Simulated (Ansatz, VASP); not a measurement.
## Two plane-wave programs on AlN

```
Al N
1.0
     0.00000    2.01887    2.07943
     2.01887    0.00000    2.07943
     2.01887    2.01887    0.00000
Al N
1 1
Direct
  0.00000 0.00000 0.00000
  0.50000 0.50000 0.50000
```

Change from the starting cell: uniaxial_z strain +3.0%.

Alike in both runs: task single point; functional HSE06; k mesh 8 × 8 × 8; no spin polarisation.

|  | VASP | Ansatz |
| --- | --- | --- |
| version | VASP 6.6.1 | Ansatz 0.2.0 |
| potentials or method | VASP PAW PBE potentials, release 64 (Al, N) | plane waves, PAW |
| plane-wave cutoff (eV) | 520 | 420 |
| occupations | gaussian, width 0.01 eV | fixed |
| valence electrons in the cell | 8 | 8 |

|  | VASP | Ansatz | Ansatz less VASP |
| --- | --- | --- | --- |
| gap on the k mesh at the Fermi level (eV) | 5.46 | 5.53 | +0.070 |
| pressure (GPa) | -8.7 | -8.8 | -0.07 |
| traceless stress, the component that is largest in VASP (GPa) | -4.38 | -4.42 | -0.045 |

Ansatz's warnings: stress exchange threshold loose, stress scf threshold loose.
